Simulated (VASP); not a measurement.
**Zn: single point with PBE**

Crystal: Zn.

```
Zn
1.0
     3.17836    0.00000    0.00000
    -1.58918    2.75254    0.00000
     0.00000    0.00000    5.03823
Zn
2
Cartesian
  1.5892 0.9175 3.7787
  0.0000 1.8350 1.2596
```

This cell differs from its parent crystal: Hg replaced by Zn, lengths x 0.955, strained.

| Quantity | Value |
| --- | --- |
| Program | VASP 6.6.1 |
| Task | single point |
| Functional | PBE |
| Potentials or basis | VASP PAW PBE potentials, release 64 (Zn) |
| Cutoff | 520 eV |
| k mesh | 15 × 15 × 8 |
| Occupations | gaussian, width 0.1 eV |
| Spin | no spin polarisation |

| Quantity | Value |
| --- | --- |
| Pressure | -8.7 GPa |
| Band gap on the k mesh | zero (bands 12 and 13 overlap by 2.27 eV) |

Stress tensor (GPa, compression positive):
```
-8.50  0.00  0.00
 0.00 -8.50  0.00
 0.00  0.00 -9.09
```

Levels at points of the mesh, in eV from the Fermi level:
| k point | band 8 | band 9 | band 10 | band 11 | band 12 | band 13 | band 14 | band 15 | band 16 | band 17 |
| --- | --- | --- | --- | --- | --- | --- | --- | --- | --- | --- |
| (0.00, 0.00, 0.00) | -6.80 | -6.80 | -6.60 | -6.60 | -1.49 | -1.38 | 10.88 | 10.88 | 12.70 | 12.70 |
| (0.00, 0.00, 0.50) | -6.66 | -6.66 | -6.66 | -6.11 | -6.11 | 6.16 | 6.16 | 12.04 | 12.04 | 12.04 |

Wall time 21 s on 1 thread of Intel(R) Xeon(R) 6975P-C (Granite Rapids), with other jobs on the host, peak memory 0.22 GiB.

Caveat: the cell differs from its parent crystal (Hg replaced by Zn, lengths x 0.955, strained); the cell stands under tension.
